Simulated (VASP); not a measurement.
Write the native input for VASP 6.6.1 that does the following.

* Task: relaxation of cell and atoms
* Functional: PBEsol
* Potentials or basis: VASP PAW PBE potentials, release 64 (Te, Mo_sv)
* Cutoff: 600 eV
* k mesh: 12 × 12 × 2
* Occupations: fermi-dirac, width 0.02 eV
* Spin: no spin polarisation
* Dipole correction: no
* Further INCAR settings: ALGO = Normal; EDIFF = 1e-07; IBRION = 2; EDIFFG = -0.01; NSW = 80; ISIF = 3

The structure of Te2Mo lies in POSCAR:

```
Te2Mo
1.0
    3.5182000000      0.0000000000      0.0000000000
   -1.7591000000      3.0468505800      0.0000000000
    0.0000000000      0.0000000000     13.9736000000
Te Mo
4 2
Direct
    0.3333333300      0.6666666700      0.6210000000
    0.6666666700      0.3333333300      0.1210000000
    0.3333333300      0.6666666700      0.8790000000
    0.6666666700      0.3333333300      0.3790000000
    0.3333333300      0.6666666700      0.2500000000
    0.6666666700      0.3333333300      0.7500000000
```

The input as run:

INCAR

```
SYSTEM = Te2Mo
ALGO = Normal
EDIFF = 1E-7
EDIFFG = -0.01
ENCUT = 600
GGA = PS
IBRION = 2
ISIF = 3
ISMEAR = -1
LASPH = .True.
LCHARG = .False.
LREAL = .False.
LWAVE = .False.
NELM = 80
NSW = 80
PREC = Accurate
SIGMA = 0.02
```

KPOINTS

```
k-points
0
Gamma
  12 12 2
  0 0 0
```

Potentials or basis: VASP PAW PBE potentials, release 64 (Te, Mo_sv).

Run with:

```sh
$ cat potpaw_PBE.64/Te/POTCAR potpaw_PBE.64/Mo_sv/POTCAR > POTCAR
$ mpirun -np 1 vasp_std > vasp.out
```

Results of the run:

The relaxed volume is 24.67 Å³/atom. The relaxed cell is a = 3.494 Å, b = 3.494 Å, c = 13.999 Å, α = 90.00°, β = 90.00°, γ = 120.00° and the space group after relaxing (to 0.1 Å) is P6_3/mmc (No. 194). The energy gained by relaxing is 1.2 meV/atom, the ionic steps are 4 and the pressure after relaxing is 0.0 GPa. The band gap on the k mesh is 0.76 eV (least direct gap 1.09 eV).

Caveat: the PAW data sets were made with another functional, which shifts forces and pressure a little; spin-orbit coupling is left out, which moves the levels of the heavy elements; this functional lacks dispersion, which binds the layers, so the pressure and a relaxed spacing across them are unreliable.

Wall time 6.6 min on 1 thread of Intel(R) Xeon(R) 6975P-C (Granite Rapids), with other jobs on the host, peak memory 0.41 GiB.
